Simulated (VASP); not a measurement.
Write the native input for VASP 6.6.1 that does the following.

| Quantity | Value |
| --- | --- |
| Task | single point |
| Functional | r2SCAN |
| Potentials or basis | VASP PAW PBE potentials, release 64 (Ti_sv, O) |
| Cutoff | 520 eV |
| k mesh | 6 × 6 × 8 |
| Occupations | gaussian, width 0.01 eV |
| Spin | no spin polarisation |
| Dipole correction | no |
| Further INCAR settings | ALGO = Normal; EDIFF = 1e-06; NBANDS = 33 |

TiO2:

```
Ti O
1.0
     4.78073    0.00000    0.00000
     0.00000    4.78073    0.00000
     0.00000    0.00000    2.89174
Ti O
2 4
Direct
  0.00000 0.00000 0.00000
  0.50000 0.50000 0.50000
  0.30781 0.30781 0.00000
  0.19219 0.80781 0.50000
  0.80781 0.19219 0.50000
  0.69219 0.69219 0.00000
```

This cell differs from its parent crystal: epitaxial xy strain +4.0%.

The input as run:

POSCAR

```
TiO2
1.0
    4.7807276338      0.0000000000      0.0000000000
    0.0000000000      4.7807276338      0.0000000000
    0.0000000000      0.0000000000      2.8917384034
Ti O
2 4
Direct
    0.0000000000      0.0000000000      0.0000000000
    0.5000000000      0.5000000000      0.5000000000
    0.3078137687      0.3078137687      0.0000000000
    0.1921862313      0.8078137687      0.5000000000
    0.8078137687      0.1921862313      0.5000000000
    0.6921862313      0.6921862313      0.0000000000
```

INCAR.step1

```
ALGO = Normal ; EDIFF = 1E-4
ENCUT = 520 ; GGA = PE
ISMEAR = 0 ; LASPH = T
LCHARG = F ; LREAL = F
LWAVE = T ; NBANDS = 33
NELM = 100 ; PREC = Accurate
SIGMA = 0.01
```

INCAR.step2

```
ALGO = Normal ; EDIFF = 1E-6
ENCUT = 520 ; ISIF = 2
ISMEAR = 0 ; ISTART = 1
LASPH = T ; LCHARG = T
LELF = T ; LMIXTAU = T
LREAL = F ; LVHAR = T
LWAVE = F ; METAGGA = R2SCAN
NBANDS = 33 ; NELM = 100
PREC = Accurate ; SIGMA = 0.01
```

KPOINTS

```
k-points
0
Gamma
  6 6 8
```

Potentials or basis: VASP PAW PBE potentials, release 64 (Ti_sv, O).

Launch:

```sh
$ cat potpaw_PBE.64/Ti_sv/POTCAR potpaw_PBE.64/O/POTCAR > POTCAR
$ cp INCAR.step1 INCAR
$ mpirun -np 1 vasp_std > vasp.out
$ cp INCAR.step2 INCAR
$ mpirun -np 1 vasp_std > vasp.out
```

It gave:

* Pressure: -7.4 GPa
* Largest force: 0.065 eV/Å
* Band gap on the k mesh: 2.35 eV

Caveat: the cell differs from its parent crystal (epitaxial xy strain +4.0%); the stress differs along the axes, from -12 to 2 GPa; the structure was generated, so it needn't be the stable form of TiO2; the PAW data sets were made with another functional, which shifts forces and pressure a little.

Wall time 7.4 min on 1 thread of Intel Xeon 8259CL (shared host), peak memory 0.24 GiB.
